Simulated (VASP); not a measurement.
# CdSe (F-43m) in VASP: a series of runs, part 2 of 2

VASP 6.6.1. The steps go on from the part before.

## (3) Single point, PBE

This run uses another cell than the first one, of 27.18 Å³/atom, 1.067 times its volume.

The input, INCAR:

```
PREC = Accurate
ENCUT = 520
EDIFF = 1E-6
ISMEAR = -1
SIGMA = 0.1
LREAL = F
LASPH = T
NELM = 100
ALGO = Normal
ISIF = 2
LWAVE = F
LCHARG = F
GGA = PE
NBANDS = 16
```

The input, KPOINTS:

```
regular mesh
0
Gamma
  6 6 6
```

The input, POSCAR:

```
CdSe
1.0
    0.0000000000      3.0065376433      3.0065376433
    3.0065376433      0.0000000000      3.0065376433
    3.0065376433      3.0065376433      0.0000000000
Cd Se
1 1
Direct
    0.0000000000      0.0000000000      0.0000000000
    0.7500000000      0.7500000000      0.7500000000
```

Potentials or basis: VASP PAW PBE potentials, release 64 (Cd, Se).

Launch:

```
$ cat potpaw_PBE.64/Cd/POTCAR potpaw_PBE.64/Se/POTCAR > POTCAR
$ mpirun -np 1 vasp_std > vasp.out
```

OUTCAR:

```text
PREC = Accurate
   ENCUT = 520
   EDIFF = 1E-6
   ISMEAR = -1
   LREAL = F
   LASPH = T
   NELM = 100
   ISIF = 2
   GGA = PE

 ion  position               nearest neighbor table
   1  0.000  0.000  0.000-   2 2.60   2 2.60   2 2.60   2 2.60
   2  0.750  0.750  0.750-   1 2.60   1 2.60   1 2.60   1 2.60

  LATTYP: Found a face centered cubic cell.
 ALAT       =     6.0130752866

  Lattice vectors:

 A1 = (   0.0000000000,   3.0065376433,   3.0065376433)
 A2 = (   3.0065376433,   0.0000000000,   3.0065376433)
 A3 = (   3.0065376433,   3.0065376433,   0.0000000000)

Analysis of symmetry for initial positions (statically):
=====================================================================
 Subroutine PRICEL returns:
 Original cell was already a primitive cell.

 Routine SETGRP: Setting up the symmetry group for a
 face centered cubic supercell.

 Subroutine GETGRP returns: Found 24 space group operations
 (whereof 24 operations were pure point group operations)
 out of a pool of 48 trial point group operations.

The static configuration has the point symmetry T_d .

Analysis of symmetry for dynamics (positions and initial velocities):
=====================================================================
 Subroutine PRICEL returns:
 Original cell was already a primitive cell.

 Routine SETGRP: Setting up the symmetry group for a
 face centered cubic supercell.

 Subroutine GETGRP returns: Found 24 space group operations
 (whereof 24 operations were pure point group operations)
 out of a pool of 48 trial point group operations.

The dynamic configuration has the point symmetry T_d .

 Subroutine INISYM returns: Found 24 space group operations
 (whereof 24 operations are pure point group operations),
 and found     1 'primitive' translations

----------------------------------------------------------------------------------------

[... 93 lines left out ...]
   PSTRESS=    0.0 pullay stress
   NELECT =      18.0000    total number of electrons
   NUPDOWN=      -1.0000    fix difference up-down
   EMIN   =  10.00;   EMAX   =-10.00  energy-range for DOS
   EFERMI =   0.00;   METHOD = LEGACY
   ISMEAR =    -1;   SIGMA  =   0.10  broadening in eV -4-tet -1-fermi 0-gaus
   EFERMI_NEDOS =   21; number of points for ismear=-14 and -15
   IALGO  =     38    algorithm
   IMIX   =      4    mixing-type and parameters
     AMIX     =   0.40;   BMIX     =  1.00
     AMIX_MAG =   1.60;   BMIX_MAG =  1.00
  volume/ion in A,a.u.               =      27.18       183.40
  Fermi-wavevector in a.u.,A,eV,Ry     =   1.132633  2.140365 17.454321  1.282856
  Thomas-Fermi vector in A             =   2.269334
   LORBIT       =      0    0 simple, 1 ext, 2 COOP (PROOUT), +10 PAW based schemes
   GGA     = PE    functional components
[... 5 lines left out ...]
 non-spin polarized calculation
  energy-cutoff  :      520.00
  volume of cell :       54.35
 maximum number of plane-waves:      1484
   NGX = 15   NGY = 15   NGZ = 15

 number of electron      17.9999992 magnetization

 Free energy of the ion-electron system (eV)
  ---------------------------------------------------
  ext. energy  EPLUGINS =         0.00000000
  ---------------------------------------------------
  free energy    TOTEN  =        -5.41254683 eV

  energy without entropy =       -5.41187914  energy(sigma->0) =       -5.41221298

 E-fermi :   1.6499     XC(G=0):  -9.0424

 val. band max:        1.2257386524   @ k =   0.0000   0.0000   0.0000
 cond. band min:       1.9044588415   @ k =   0.0000   0.0000   0.0000
 fundamental gap:      0.6787201892
 Fermi energy:         1.6499129591

 k-point     1 :       0.0000    0.0000    0.0000
  band No.  band energies     occupation
      1     -11.5680      2.00000
      2      -6.8362      2.00000
      3      -6.8362      2.00000
      4      -6.8362      2.00000
      5      -6.4233      2.00000
      6      -6.4233      2.00000
[... 281 lines left out ...]
      3      -6.6062      2.00000
      4      -6.4938      2.00000
      5      -6.3935      2.00000
      6      -5.9223      2.00000
[... 8 lines left out ...]
     15      14.2078      0.00000
     16      14.3257      0.00000

------------------------ aborting loop because EDIFF is reached ----------------------------------------

  FORCE on cell =-STRESS in cart. coord.  units (eV):
  Direction    XX          YY          ZZ          XY          YZ          ZX
  --------------------------------------------------------------------------------------
  -------------------------------------------------------------------------------------
  Total        1.8231914      1.8231914      1.8231914      0.0000000     -0.0000000     -0.0000000
  in kB       53.7418861     53.7418861     53.7418861      0.0000000     -0.0000000     -0.0000000
  external PRESSURE =      53.7418861 kB  Pullay stress =       0.0000000 kB

 VOLUME and BASIS-vectors are now :
 -----------------------------------------------------------------------------
  energy-cutoff  :      520.00
  volume of cell :       54.35
      direct lattice vectors                 reciprocal lattice vectors
     0.000000000  3.006537643  3.006537643    -0.166304254  0.166304254  0.166304254
     3.006537643  0.000000000  3.006537643     0.166304254 -0.166304254  0.166304254
     3.006537643  3.006537643  0.000000000     0.166304254  0.166304254 -0.166304254

 POSITION                                       TOTAL-FORCE (eV/Angst)
 -----------------------------------------------------------------------------------
      0.00000      0.00000      0.00000        -0.000000     -0.000000     -0.000000
      4.50981      4.50981      4.50981         0.000000      0.000000      0.000000
 -----------------------------------------------------------------------------------
    total drift:                                0.000000      0.000000      0.000000

  FREE ENERGIE OF THE ION-ELECTRON SYSTEM (eV)
  ---------------------------------------------------
  free  energy   TOTEN  =        -5.4125468260 eV

  energy  without entropy=       -5.4118791398  energy(sigma->0) =       -5.41221298
```

stdout:

```text
POSCAR found type information on POSCAR CdSe
 POSCAR found :  2 types and       2 ions
 scaLAPACK will be used
 LDA part: xc-table for (Slater+PW92), standard interpolation
 POSCAR, INCAR and KPOINTS ok, starting setup
 FFT: planning ... GRIDC
 FFT: planning ... GRID_SOFT
 FFT: planning ... GRID
 WAVECAR not read
 entering main loop
```

Run time: 5.2 s. Hardware: 1 thread of Intel Xeon 6975P-C (Granite Rapids), shared host; peak memory 0.18 GiB.

Results:

```
Free energy            : -5.4125 eV
Pressure               : 5.4 GPa
Band gap on the k mesh : 0.68 eV, direct
```

Levels at points of the mesh, in eV from the valence-band top:
| k point | band 5 | band 6 | band 7 | band 8 | band 9 | band 10 | band 11 | band 12 | band 13 | band 14 |
| --- | --- | --- | --- | --- | --- | --- | --- | --- | --- | --- |
| (0.00, 0.00, 0.00) | -7.65 | -7.65 | 0.00 | 0.00 | 0.00 | 0.68 | 5.93 | 5.93 | 5.93 | 9.92 |
| (0.50, 0.00, 0.00) | -7.62 | -7.33 | -4.60 | -0.80 | -0.80 | 2.43 | 6.45 | 6.45 | 7.52 | 10.15 |
| (0.50, 0.50, 0.00) | -7.58 | -7.26 | -4.24 | -1.97 | -1.97 | 3.07 | 3.79 | 9.29 | 10.42 | 10.42 |

## (4) Single point, PBE

This run uses another cell than the first one, of 29.76 Å³/atom, 1.169 times its volume.

The input, INCAR:

```
PREC = Accurate
ENCUT = 520
EDIFF = 1E-7
ISMEAR = -1
SIGMA = 0.1
LREAL = False
LASPH = True
NELM = 100
ALGO = Normal
ISIF = 2
LWAVE = False
LCHARG = False
GGA = PE
NBANDS = 16
```

The input, KPOINTS:

```
Automatic mesh
0
Gamma
  6 6 6
```

The input, POSCAR:

```
CdSe
1.0
    0.0000000000      3.0988756261      3.0988756261
    3.0988756261      0.0000000000      3.0988756261
    3.0988756261      3.0988756261      0.0000000000
Cd Se
1 1
Direct
    0.0000000000      0.0000000000      0.0000000000
    0.7500000000      0.7500000000      0.7500000000
```

Potentials or basis: VASP PAW PBE potentials, release 64 (Cd, Se).

Launch:

```
$ cat potpaw_PBE.64/Cd/POTCAR potpaw_PBE.64/Se/POTCAR > POTCAR
$ mpirun -np 1 vasp_std > vasp.out
```

OUTCAR:

```text
PREC = Accurate
   ENCUT = 520
   EDIFF = 1E-7
   ISMEAR = -1
   LREAL = False
   LASPH = True
   NELM = 100
   ISIF = 2
   GGA = PE

 ion  position               nearest neighbor table
   1  0.000  0.000  0.000-   2 2.68   2 2.68   2 2.68   2 2.68
   2  0.750  0.750  0.750-   1 2.68   1 2.68   1 2.68   1 2.68

  LATTYP: Found a face centered cubic cell.
 ALAT       =     6.1977512522

  Lattice vectors:

 A1 = (   0.0000000000,   3.0988756261,   3.0988756261)
 A2 = (   3.0988756261,   0.0000000000,   3.0988756261)
 A3 = (   3.0988756261,   3.0988756261,   0.0000000000)

Analysis of symmetry for initial positions (statically):
=====================================================================
 Subroutine PRICEL returns:
 Original cell was already a primitive cell.

 Routine SETGRP: Setting up the symmetry group for a
 face centered cubic supercell.

 Subroutine GETGRP returns: Found 24 space group operations
 (whereof 24 operations were pure point group operations)
 out of a pool of 48 trial point group operations.

The static configuration has the point symmetry T_d .

Analysis of symmetry for dynamics (positions and initial velocities):
=====================================================================
 Subroutine PRICEL returns:
 Original cell was already a primitive cell.

 Routine SETGRP: Setting up the symmetry group for a
 face centered cubic supercell.

 Subroutine GETGRP returns: Found 24 space group operations
 (whereof 24 operations were pure point group operations)
 out of a pool of 48 trial point group operations.

The dynamic configuration has the point symmetry T_d .

 Subroutine INISYM returns: Found 24 space group operations
 (whereof 24 operations are pure point group operations),
 and found     1 'primitive' translations

----------------------------------------------------------------------------------------

                                     Primitive cell

  volume of cell :      59.5172

  direct lattice vectors                    reciprocal lattice vectors
     0.000000000  3.098875626  3.098875626    -0.161348844  0.161348844  0.161348844
     3.098875626  0.000000000  3.098875626     0.161348844 -0.161348844  0.161348844
     3.098875626  3.098875626  0.000000000     0.161348844  0.161348844 -0.161348844

  length of vectors
     4.382471939  4.382471939  4.382471939     0.279464396  0.279464396  0.279464396

  position of ions in fractional coordinates (direct lattice)
     0.000000000  0.000000000  0.000000000
     0.750000000  0.750000000  0.750000000

  ion indices of the primitive-cell ions
   primitive index   ion index
                 1           1
                 2           2

----------------------------------------------------------------------------------------

 KPOINTS: Automatic mesh

Automatic generation of k-mesh.
 Grid dimensions read from file:
 generate k-points for:    6    6    6

 Generating k-lattice:

  Cartesian coordinates                     Fractional coordinates (reciprocal lattice)
    -0.026891474  0.026891474  0.026891474     0.166666667  0.000000000  0.000000000
     0.026891474 -0.026891474  0.026891474     0.000000000  0.166666667  0.000000000
     0.026891474  0.026891474 -0.026891474     0.000000000  0.000000000  0.166666667

  Length of vectors
     0.046577399  0.046577399  0.046577399

  Shift w.r.t. Gamma in fractional coordinates (k-lattice)
     0.000000000  0.000000000  0.000000000

 Subroutine IBZKPT returns following result:
 ===========================================

 Found     16 irreducible k-points:

 Following reciprocal coordinates:
            Coordinates               Weight
  0.000000  0.000000  0.000000      1.000000
  0.166667  0.000000  0.000000      8.000000
  0.333333  0.000000  0.000000      8.000000
  0.500000  0.000000  0.000000      4.000000
  0.166667  0.166667  0.000000      6.000000
  0.333333  0.166667  0.000000     24.000000
[... 8 lines left out ...]
 -0.333333  0.333333  0.166667     24.000000
 -0.333333  0.500000  0.166667     12.000000
   k-points           NKPTS =     16   k-points in BZ     NKDIM =     16   number of bands    NBANDS=     16
   number of dos      NEDOS =    301   number of ions     NIONS =      2
   total plane-waves  NPLWV =  46656
   dimension x,y,z NGX =    36 NGY =   36 NGZ =   36
   dimension x,y,z NGXF=    72 NGYF=   72 NGZF=   72
   ions per type =               1   1
   NGX,Y,Z   is equivalent  to a cutoff of  13.66, 13.66, 13.66 a.u.
   NGXF,Y,Z  is equivalent  to a cutoff of  27.31, 27.31, 27.31 a.u.
 SYSTEM =  unknown system
   PREC   = accura    normal or accurate (medium, high low for compatibility)
   ISTART =      0    job   : 0-new  1-cont  2-samecut
   ICHARG =      2    charge: 1-file 2-atom 10-const
   ISPIN  =      1    spin polarized calculation?
   LNONCOLLINEAR =      F non collinear calculations
   LSORBIT =      F    spin-orbit coupling
   LASPH  =      T    aspherical Exc in radial PAW
   ENCUT  =  520.0 eV  38.22 Ry    6.18 a.u.   8.15  8.15  8.15*2*pi/ulx,y,z
   NELM   =    100;   NELMIN=  2; NELMDL= -5     # of ELM steps
   EDIFF  = 0.1E-06   stopping-criterion for ELM
   LREAL  =      F    real-space projection
   EDIFFG = 0.1E-05   stopping-criterion for IOM
   NSW    =      0    number of steps for IOM
   IBRION =     -1    ionic relax: 0-MD 1-quasi-New 2-CG
   NFREE  =      0    steps in history (QN), initial steepest desc. (CG)
   ISIF   =      2    stress and relaxation
   ISYM   =      2    0-nonsym 1-usesym 2-fastsym
   POTIM  = 0.5000    time-step for ionic-motion
   TEBEG  =    0.0;   TEEND  =   0.0 temperature during run
   PSTRESS=    0.0 pullay stress
   NELECT =      18.0000    total number of electrons
   NUPDOWN=      -1.0000    fix difference up-down
   EMIN   =  10.00;   EMAX   =-10.00  energy-range for DOS
   EFERMI =   0.00;   METHOD = LEGACY
   ISMEAR =    -1;   SIGMA  =   0.10  broadening in eV -4-tet -1-fermi 0-gaus
   EFERMI_NEDOS =   21; number of points for ismear=-14 and -15
   IALGO  =     38    algorithm
   IMIX   =      4    mixing-type and parameters
     AMIX     =   0.40;   BMIX     =  1.00
     AMIX_MAG =   1.60;   BMIX_MAG =  1.00
  volume/ion in A,a.u.               =      29.76       200.82
  Fermi-wavevector in a.u.,A,eV,Ry     =   1.098883  2.076588 16.429637  1.207544
  Thomas-Fermi vector in A             =   2.235268
   LORBIT       =      0    0 simple, 1 ext, 2 COOP (PROOUT), +10 PAW based schemes
   GGA     = PE    functional components
[... 5 lines left out ...]
 non-spin polarized calculation
  energy-cutoff  :      520.00
  volume of cell :       59.52
 maximum number of plane-waves:      1639
 NGX is ok and might be reduce to    36
   NGX = 17   NGY = 17   NGZ = 17

 number of electron      18.0000000 magnetization

 Free energy of the ion-electron system (eV)
  ---------------------------------------------------
  ext. energy  EPLUGINS =         0.00000000
  ---------------------------------------------------
  free energy    TOTEN  =        -5.49591471 eV

  energy without entropy =       -5.49444633  energy(sigma->0) =       -5.49518052

 E-fermi :   0.8591     XC(G=0):  -8.6305

 val. band max:        0.5122295202   @ k =   0.0000   0.0000   0.0000
 cond. band min:       1.0026072999   @ k =   0.0000   0.0000   0.0000
 fundamental gap:      0.4903777797
 Fermi energy:         0.8590528837

 k-point     1 :       0.0000    0.0000    0.0000
  band No.  band energies     occupation
      1     -11.7804      2.00000
      2      -7.2511      2.00000
      3      -7.2511      2.00000
      4      -7.2511      2.00000
      5      -6.9344      2.00000
      6      -6.9344      2.00000
[... 8 lines left out ...]
     15      11.4800      0.00000
     16      11.4800      0.00000

 k-point     2 :       0.1667    0.0000    0.0000
  band No.  band energies     occupation
      1     -11.7001      2.00000
      2      -7.2265      2.00000
      3      -7.2265      2.00000
      4      -7.1695      2.00000
      5      -6.9350      2.00000
      6      -6.9350      2.00000
[... 8 lines left out ...]
     15      10.5666      0.00000
     16      10.8903      0.00000
[... 235 lines left out ...]
      5      -6.9241      2.00000
      6      -6.5655      2.00000
[... 8 lines left out ...]
     15      12.2104      0.00000
     16      13.2660      0.00000

 k-point    16 :      -0.3333    0.5000    0.1667
  band No.  band energies     occupation
      1     -11.3535      2.00000
      2      -7.0873      2.00000
      3      -7.0767      2.00000
      4      -6.9866      2.00000
      5      -6.9103      2.00000
      6      -6.5440      2.00000
[... 8 lines left out ...]
     15      13.1248      0.00000
     16      13.2327      0.00000

------------------------ aborting loop because EDIFF is reached ----------------------------------------

  FORCE on cell =-STRESS in cart. coord.  units (eV):
  Direction    XX          YY          ZZ          XY          YZ          ZX
  --------------------------------------------------------------------------------------
  -------------------------------------------------------------------------------------
  Total        0.0849969      0.0849969      0.0849969      0.0000000      0.0000000      0.0000000
  in kB        2.2880800      2.2880800      2.2880800      0.0000000      0.0000000      0.0000000
  external PRESSURE =       2.2880800 kB  Pullay stress =       0.0000000 kB

 VOLUME and BASIS-vectors are now :
 -----------------------------------------------------------------------------
  energy-cutoff  :      520.00
  volume of cell :       59.52
      direct lattice vectors                 reciprocal lattice vectors
     0.000000000  3.098875626  3.098875626    -0.161348844  0.161348844  0.161348844
     3.098875626  0.000000000  3.098875626     0.161348844 -0.161348844  0.161348844
     3.098875626  3.098875626  0.000000000     0.161348844  0.161348844 -0.161348844

 POSITION                                       TOTAL-FORCE (eV/Angst)
 -----------------------------------------------------------------------------------
      0.00000      0.00000      0.00000        -0.000000     -0.000000     -0.000000
      4.64831      4.64831      4.64831         0.000000      0.000000      0.000000
 -----------------------------------------------------------------------------------
    total drift:                                0.000000      0.000000      0.000000

  FREE ENERGIE OF THE ION-ELECTRON SYSTEM (eV)
  ---------------------------------------------------
  free  energy   TOTEN  =        -5.4959147090 eV

  energy  without entropy=       -5.4944463333  energy(sigma->0) =       -5.49518052
```

stdout:

```text
POSCAR found type information on POSCAR CdSe
 POSCAR found :  2 types and       2 ions
 scaLAPACK will be used
 LDA part: xc-table for (Slater+PW92), standard interpolation
 POSCAR, INCAR and KPOINTS ok, starting setup
 FFT: planning ... GRIDC
 FFT: planning ... GRID_SOFT
 FFT: planning ... GRID
 WAVECAR not read
 entering main loop
```

Wall time 8.2 s (1 thread of Intel Xeon 6975P-C (Granite Rapids), shared host); peak memory 0.2 GiB.

Results:

| Item | Value |
| --- | --- |
| Free energy | -5.4959 eV |
| Pressure | 0.2 GPa |
| Band gap on the k mesh | 0.49 eV, direct |

Levels at points of the mesh, in eV from the valence-band top:
```
           k point  band 5  band 6  band 7  band 8  band 9  band 10  band 11  band 12  band 13  band 14
(0.00, 0.00, 0.00)   -7.45   -7.45    0.00    0.00    0.00     0.49     5.93     5.93     5.93     9.56
(0.50, 0.00, 0.00)   -7.43   -7.19   -4.07   -0.67   -0.67     2.32     6.42     6.42     7.25     9.89
(0.50, 0.50, 0.00)   -7.40   -7.13   -3.83   -1.67   -1.67     3.24     3.69     8.86     9.88     9.88
```

## (5) Overview

```tsv
cell	gap on the mesh (eV)	pressure (GPa)
a = 4.161 Å, angles 60.0°, 2 atoms	0.81	10.5
a = 4.252 Å, angles 60.0°, 2 atoms	0.68	5.4
a = 4.382 Å, angles 60.0°, 2 atoms	0.49	0.2
```

Alike in all rows: task single point; level PBE; potentials or basis VASP PAW PBE potentials, release 64 (Cd, Se); no spin polarisation; k mesh 6 × 6 × 6; cutoff (eV) 520; smearing fermi-dirac 0.1 eV.

Absolute energies hang on the potentials; compare differences alone.
